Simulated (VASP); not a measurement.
# Rb (Cmcm) in VASP: notebook

The runs below take Rb through single point, with PBE+D3(BJ).

Everything below comes from runs of VASP 6.6.1. Logs are shortened: lines on timing, memory, paths and dates and some standing lists are left out, and cuts for length are marked.

### Step 1. The cell of the first run

Symmetry: Cmcm, No. 63, orthorhombic system. The conventional cell has a = 4.948 Å, b = 8.659 Å, c = 8.043 Å, α = 90.00°, β = 90.00°, γ = 90.00°.

### Step 2. Single point, PBE+D3(BJ)

The input, INCAR:

```
PREC = Accurate
ENCUT = 520
EDIFF = 1E-7
ISMEAR = 0
SIGMA = 0.15
LREAL = False
LASPH = True
NELM = 100
ALGO = Normal
ISIF = 2
LWAVE = False
LCHARG = False
GGA = PE
IVDW = 12
NBANDS = 16
```

The input, KPOINTS:

```
Automatic mesh
0
Gamma
  12 12 6
```

The input, POSCAR:

```
Rb
1.0
    2.4740083059     -4.3297492603      0.0000000000
    2.4740083059      4.3297492603      0.0000000000
    0.0000000000      0.0000000000      8.0428646989
Rb
2
Direct
    0.8359965595      0.1640034405      0.7500000000
    0.1640034405      0.8359965595      0.2500000000
```

Potentials or basis: VASP PAW PBE potentials, release 64 (Rb_sv).

Run with:

```console
> cat potpaw_PBE.64/Rb_sv/POTCAR > POTCAR
> mpirun -np 1 vasp_std > vasp.out
```

OUTCAR:

```text
PREC = Accurate
   ENCUT = 520
   EDIFF = 1E-7
   ISMEAR = 0
   LREAL = False
   LASPH = True
   NELM = 100
   ISIF = 2
   GGA = PE
   IVDW = 12
 IVDW          = 12

 ion  position               nearest neighbor table
   1  0.836  0.164  0.750-   2 4.92   2 4.92   2 4.95   2 4.95   2 4.95   2 4.95
   2  0.164  0.836  0.250-   1 4.92   1 4.92   1 4.95   1 4.95   1 4.95   1 4.95

  LATTYP: Found a base centered orthorhombic cell.
 ALAT       =     4.9480166118
 B/A-ratio  =     1.7500948764
 C/A-ratio  =     1.6254724529

  Lattice vectors:

 A1 = (   2.4740083059,  -4.3297492603,   0.0000000000)
 A2 = (   2.4740083059,   4.3297492603,   0.0000000000)
 A3 = (   0.0000000000,   0.0000000000,   8.0428646989)

Analysis of symmetry for initial positions (statically):
=====================================================================
 Subroutine PRICEL returns:
 Original cell was already a primitive cell.

 Routine SETGRP: Setting up the symmetry group for a
 base centered orthorhombic supercell.

 Subroutine GETGRP returns: Found  8 space group operations
 (whereof  4 operations were pure point group operations)
 out of a pool of  8 trial point group operations.

The static configuration has the point symmetry C_2h.
 The point group associated with its full space group is D_2h.

Analysis of symmetry for dynamics (positions and initial velocities):
=====================================================================
 Subroutine PRICEL returns:
 Original cell was already a primitive cell.

 Routine SETGRP: Setting up the symmetry group for a
 base centered orthorhombic supercell.

 Subroutine GETGRP returns: Found  8 space group operations
 (whereof  4 operations were pure point group operations)
 out of a pool of  8 trial point group operations.

The dynamic configuration has the point symmetry C_2h.
 The point group associated with its full space group is D_2h.

 Subroutine INISYM returns: Found  8 space group operations
 (whereof  4 operations are pure point group operations),
 and found     1 'primitive' translations

----------------------------------------------------------------------------------------

                                     Primitive cell

  volume of cell :     172.3077

  direct lattice vectors                    reciprocal lattice vectors
     2.474008306 -4.329749260  0.000000000     0.202101181 -0.115480128  0.000000000
     2.474008306  4.329749260  0.000000000     0.202101181  0.115480128  0.000000000
     0.000000000  0.000000000  8.042864699     0.000000000  0.000000000  0.124333809

  length of vectors
     4.986726958  4.986726958  8.042864699     0.232767153  0.232767153  0.124333809

  position of ions in fractional coordinates (direct lattice)
     0.835996560  0.164003440  0.750000000
     0.164003440  0.835996560  0.250000000

  ion indices of the primitive-cell ions
   primitive index   ion index
                 1           1
                 2           2

----------------------------------------------------------------------------------------

 KPOINTS: Automatic mesh

Automatic generation of k-mesh.
 Grid dimensions read from file:
 generate k-points for:   12   12    6

 Generating k-lattice:

  Cartesian coordinates                     Fractional coordinates (reciprocal lattice)
     0.016841765 -0.009623344  0.000000000     0.083333333  0.000000000  0.000000000
     0.016841765  0.009623344  0.000000000     0.000000000  0.083333333  0.000000000
     0.000000000  0.000000000  0.020722301     0.000000000  0.000000000  0.166666667

  Length of vectors
     0.019397263  0.019397263  0.020722301

  Shift w.r.t. Gamma in fractional coordinates (k-lattice)
     0.000000000  0.000000000  0.000000000

 Subroutine IBZKPT returns following result:
 ===========================================

 Found    172 irreducible k-points:

 Following reciprocal coordinates:
            Coordinates               Weight
  0.000000  0.000000  0.000000      1.000000
  0.083333  0.000000  0.000000      4.000000
  0.166667 -0.000000  0.000000      4.000000
  0.250000  0.000000  0.000000      4.000000
  0.333333 -0.000000  0.000000      4.000000
  0.416667 -0.000000  0.000000      4.000000
[... 16 lines left out ...]
  0.500000  0.166667  0.000000      4.000000
 -0.416667  0.166667  0.000000      4.000000
 [... further k-points ...]
   k-points           NKPTS =    172   k-points in BZ     NKDIM =    172   number of bands    NBANDS=     16
   number of dos      NEDOS =    301   number of ions     NIONS =      2
   total plane-waves  NPLWV =  96000
   dimension x,y,z NGX =    40 NGY =   40 NGZ =   60
   dimension x,y,z NGXF=    80 NGYF=   80 NGZF=  120
   ions per type =               2
   NGX,Y,Z   is equivalent  to a cutoff of  13.34, 13.34, 12.40 a.u.
   NGXF,Y,Z  is equivalent  to a cutoff of  26.67, 26.67, 24.80 a.u.
 SYSTEM =  unknown system
   PREC   = accura    normal or accurate (medium, high low for compatibility)
   ISTART =      0    job   : 0-new  1-cont  2-samecut
   ICHARG =      2    charge: 1-file 2-atom 10-const
   ISPIN  =      1    spin polarized calculation?
   LNONCOLLINEAR =      F non collinear calculations
   LSORBIT =      F    spin-orbit coupling
   LASPH  =      T    aspherical Exc in radial PAW
   ENCUT  =  520.0 eV  38.22 Ry    6.18 a.u.   9.27  9.27 14.95*2*pi/ulx,y,z
   NELM   =    100;   NELMIN=  2; NELMDL= -5     # of ELM steps
   EDIFF  = 0.1E-06   stopping-criterion for ELM
   LREAL  =      F    real-space projection
   EDIFFG = 0.1E-05   stopping-criterion for IOM
   NSW    =      0    number of steps for IOM
   IBRION =     -1    ionic relax: 0-MD 1-quasi-New 2-CG
   NFREE  =      0    steps in history (QN), initial steepest desc. (CG)
   ISIF   =      2    stress and relaxation
   ISYM   =      2    0-nonsym 1-usesym 2-fastsym
   POTIM  = 0.5000    time-step for ionic-motion
   TEBEG  =    0.0;   TEEND  =   0.0 temperature during run
   PSTRESS=    0.0 pullay stress
   NELECT =      18.0000    total number of electrons
   NUPDOWN=      -1.0000    fix difference up-down
   EMIN   =  10.00;   EMAX   =-10.00  energy-range for DOS
   EFERMI =   0.00;   METHOD = LEGACY
   ISMEAR =     0;   SIGMA  =   0.15  broadening in eV -4-tet -1-fermi 0-gaus
   EFERMI_NEDOS =   21; number of points for ismear=-14 and -15
   IALGO  =     38    algorithm
   IMIX   =      4    mixing-type and parameters
     AMIX     =   0.40;   BMIX     =  1.00
     AMIX_MAG =   1.60;   BMIX_MAG =  1.00
  volume/ion in A,a.u.               =      86.15       581.39
  Fermi-wavevector in a.u.,A,eV,Ry     =   0.771017  1.457011  8.088223  0.594468
  Thomas-Fermi vector in A             =   1.872345
   LORBIT       =      0    0 simple, 1 ext, 2 COOP (PROOUT), +10 PAW based schemes
   GGA     = PE    functional components
   LHFCALC =     F    Hartree Fock is set to
   AEXX    =    0.0000 exact exchange contribution
   IVDW    =    12    specifies the selected vdW correction
   LEPSILON=     F    determine dielectric tensor
   LRPA    =     F    only Hartree local field effects (RPA)
 non-spin polarized calculation
 Gauss-broadening in eV      SIGMA  =   0.15
  energy-cutoff  :      520.00
  volume of cell :      172.31
 maximum number of plane-waves:      4660
 NGX is ok and might be reduce to    40
   NGX = 19   NGY = 19   NGZ = 29

 number of electron      18.0000000 magnetization

 Free energy of the ion-electron system (eV)
  ---------------------------------------------------
  ext. energy  EPLUGINS =         0.00000000
  ---------------------------------------------------
  free energy    TOTEN  =        -1.87923424 eV

  energy without entropy =       -1.85975081  energy(sigma->0) =       -1.86949252

 E-fermi :   0.1311     XC(G=0):  -5.5986

 val. band max:        0.1223294189   @ k =   0.1667  -0.0000   0.1667
 cond. band min:       0.1338723823   @ k =   0.3333   0.1667   0.3333
 fundamental gap:      0.0115429634
 Fermi energy:         0.1310634116

 k-point     1 :       0.0000    0.0000    0.0000
  band No.  band energies     occupation
      1     -28.7311      2.00000
      2     -28.7259      2.00000
      3     -12.8848      2.00000
      4     -12.7869      2.00000
      5     -12.7845      2.00000
      6     -12.7694      2.00000
[... 8 lines left out ...]
     15       4.0484      0.00000
     16       4.0878      0.00000

 k-point     2 :       0.0833    0.0000    0.0000
  band No.  band energies     occupation
      1     -28.7308      2.00000
      2     -28.7258      2.00000
      3     -12.8822      2.00000
      4     -12.7910      2.00000
      5     -12.7878      2.00000
      6     -12.7750      2.00000
[... 8 lines left out ...]
     15       3.9682      0.00000
     16       4.1354      0.00000

 k-point     3 :       0.1667   -0.0000    0.0000
  band No.  band energies     occupation
      1     -28.7300      2.00000
      2     -28.7254      2.00000
      3     -12.8749      2.00000
      4     -12.8064      2.00000
      5     -12.7930      2.00000
      6     -12.7909      2.00000
[... 8 lines left out ...]
     15       3.8511      0.00000
     16       4.1448      0.00000

 k-point     4 :       0.2500    0.0000    0.0000
  band No.  band energies     occupation
      1     -28.7288      2.00000
      2     -28.7250      2.00000
      3     -12.8639      2.00000
      4     -12.8279      2.00000
      5     -12.8120      2.00000
      6     -12.7995      2.00000
[... 8 lines left out ...]
     15       3.8865      0.00000
     16       4.0486      0.00000
[... 324 lines left out ...]
 k-point    22 :       0.4167    0.1667    0.0000
  band No.  band energies     occupation
      1     -28.7258      2.00000
      2     -28.7245      2.00000
      3     -12.8649      2.00000
      4     -12.8463      2.00000
      5     -12.8285      2.00000
      6     -12.8230      2.00000
[... 8 lines left out ...]
     15       3.0287      0.00000
     16       3.7181      0.00000

 k-point    23 :       0.5000    0.1667    0.0000
  band No.  band energies     occupation
      1     -28.7262      2.00000
      2     -28.7245      2.00000
      3     -12.8595      2.00000
      4     -12.8436      2.00000
      5     -12.8340      2.00000
      6     -12.8197      2.00000
[... 8 lines left out ...]
     15       3.0586      0.00000
     16       3.8676      0.00000

 k-point    24 :      -0.4167    0.1667    0.0000
  band No.  band energies     occupation
      1     -28.7272      2.00000
      2     -28.7246      2.00000
      3     -12.8460      2.00000
      4     -12.8455      2.00000
      5     -12.8377      2.00000
      6     -12.8100      2.00000
[... 8 lines left out ...]
     15       3.1724      0.00000
     16       4.1190      0.00000

 [... further k-points ...]

------------------------ aborting loop because EDIFF is reached ----------------------------------------

 Edisp (eV)   -0.21378

 E8    (eV) :    -0.1223

  FORCE on cell =-STRESS in cart. coord.  units (eV):
  Direction    XX          YY          ZZ          XY          YZ          ZX
  --------------------------------------------------------------------------------------
  -------------------------------------------------------------------------------------
  Total      -0.01168    -0.02687     0.01130     0.00000     0.00000     0.00000
  in kB      -0.10865    -0.24989     0.10504     0.00000     0.00000     0.00000
  external pressure =       -0.08 kB  Pullay stress =        0.00 kB

 VOLUME and BASIS-vectors are now :
 -----------------------------------------------------------------------------
  energy-cutoff  :      520.00
  volume of cell :      172.31
      direct lattice vectors                 reciprocal lattice vectors
     2.474008306 -4.329749260  0.000000000     0.202101181 -0.115480128  0.000000000
     2.474008306  4.329749260  0.000000000     0.202101181  0.115480128  0.000000000
     0.000000000  0.000000000  8.042864699     0.000000000  0.000000000  0.124333809

 POSITION                                       TOTAL-FORCE (eV/Angst)
 -----------------------------------------------------------------------------------
      2.47401     -2.90956      6.03215         0.000000      0.000574      0.000000
      2.47401      2.90956      2.01072         0.000000     -0.000574      0.000000
 -----------------------------------------------------------------------------------
    total drift:                               -0.000000     -0.000000      0.000000

  FREE ENERGIE OF THE ION-ELECTRON SYSTEM (eV)
  ---------------------------------------------------
  free  energy   TOTEN  =        -2.0930099061 eV

  energy  without entropy=       -2.0735264802  energy(sigma->0) =       -2.08326819
```

Run time: 3.6 min. Hardware: 1 thread of Intel Xeon Platinum 8488C (Sapphire Rapids), shared host; peak memory 0.56 GiB.

What came out:

```yaml
Free_energy: -2.0930 eV
Pressure: 0.0 GPa
Band_gap_on_the_k_mesh: zero (bands 9 and 10 overlap by 2.39 eV)
Dispersion_energy_per_atom: -0.107 eV
```

Levels at points of the mesh, in eV from the Fermi level:
```tsv
k point	band 7	band 8	band 9	band 10	band 11	band 12
(0.00, 0.00, 0.00)	-12.90	-12.90	-2.04	0.15	0.73	3.45
(0.50, 0.00, 0.00)	-12.93	-12.92	0.04	0.33	1.29	1.55
(0.50, 0.50, 0.00)	-12.93	-12.91	0.02	0.29	1.31	1.57
(0.00, 0.00, 0.50)	-12.91	-12.91	-1.33	-1.33	2.39	2.39
(0.50, 0.00, 0.50)	-12.93	-12.93	0.41	0.41	0.96	0.96
(0.50, 0.50, 0.50)	-12.93	-12.93	0.38	0.38	0.94	0.94
```

### Step 3. Single point, PBE+D3(BJ)

The input, INCAR:

```
SYSTEM = Rb
PREC = Accurate
ENCUT = 520
EDIFF = 1E-6
ISMEAR = 0
SIGMA = 0.15
LREAL = .False.
LASPH = .True.
NELM = 100
ALGO = Normal
ISIF = 2
LWAVE = .False.
LCHARG = .False.
GGA = PE
IVDW = 12
NBANDS = 16
```

The input, KPOINTS:

```
regular mesh
0
Gamma
  10 10 6
  0 0 0
```

POSCAR is that of step 2.

Potentials or basis: VASP PAW PBE potentials, release 64 (Rb_sv).

Run with:

```console
> cat potpaw_PBE.64/Rb_sv/POTCAR > POTCAR
> mpirun -np 1 vasp_std > vasp.out
```

It took 3.2 min on 1 thread of Intel Xeon Platinum 8488C (Sapphire Rapids), shared host; peak memory 0.47 GiB.

Results (log left out):

```
Free energy                : -2.0932 eV
Pressure                   : 0.0 GPa
Band gap on the k mesh     : zero (bands 9 and 10 overlap by 2.14 eV)
Dispersion energy per atom : -0.107 eV
```

Levels at points of the mesh, in eV from the Fermi level:
```
           k point  band 5  band 6  band 7  band 8  band 9  band 10  band 11  band 12  band 13  band 14
(0.00, 0.00, 0.00)  -12.91  -12.90  -12.90  -12.89   -2.03     0.16     0.73     3.46     3.56     3.64
(0.50, 0.00, 0.00)  -12.96  -12.94  -12.92  -12.91    0.04     0.33     1.30     1.55     2.16     2.59
(0.50, 0.50, 0.00)  -12.96  -12.94  -12.92  -12.91    0.03     0.29     1.31     1.57     2.09     2.55
(0.00, 0.00, 0.50)  -12.90  -12.90  -12.90  -12.90   -1.32    -1.32     2.39     2.39     3.51     3.51
(0.50, 0.00, 0.50)  -12.93  -12.93  -12.92  -12.92    0.41     0.41     0.96     0.96     2.56     2.56
(0.50, 0.50, 0.50)  -12.92  -12.92  -12.92  -12.92    0.38     0.38     0.94     0.94     2.55     2.55
```

The gap in the log of VASP goes by the Fermi energy; the results here count the filled bands.